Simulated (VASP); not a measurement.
A run of VASP 6.6.1 is set up as follows.

INCAR

```
ALGO = Normal
EDIFF = 1E-6
ENCUT = 600
GGA = PE
GGA_COMPAT = False
ISIF = 2
ISMEAR = -1
LASPH = True
LCHARG = False
LREAL = False
LWAVE = False
NBANDS = 11
NELM = 120
PREC = Accurate
SIGMA = 0.04
```

The input KPOINTS:

```
k-points
0
Gamma
  7 7 7
```

The input POSCAR:

```
SiC
1.0
    0.0000000000      2.1790000000      2.1790000000
    2.1790000000      0.0000000000      2.1790000000
    2.1790000000      2.1790000000      0.0000000000
Si C
1 1
Direct
    0.0000000000      0.0000000000      0.0000000000
    0.7500000000      0.7500000000      0.7500000000
```

Potentials or basis: VASP PAW PBE potentials, release 64 (Si, C).

The run is started by

```console
$ cat potpaw_PBE.64/Si/POTCAR potpaw_PBE.64/C/POTCAR > POTCAR
$ mpirun -np 1 vasp_std > vasp.out
```

Estimate the pressure.

3.1 GPa.

Estimate the band gap on the k mesh.

1.60 eV, indirect (least direct gap 4.67 eV).

A k mesh can miss the band edges. As with any semilocal functional, this PBE gap is likely too small.
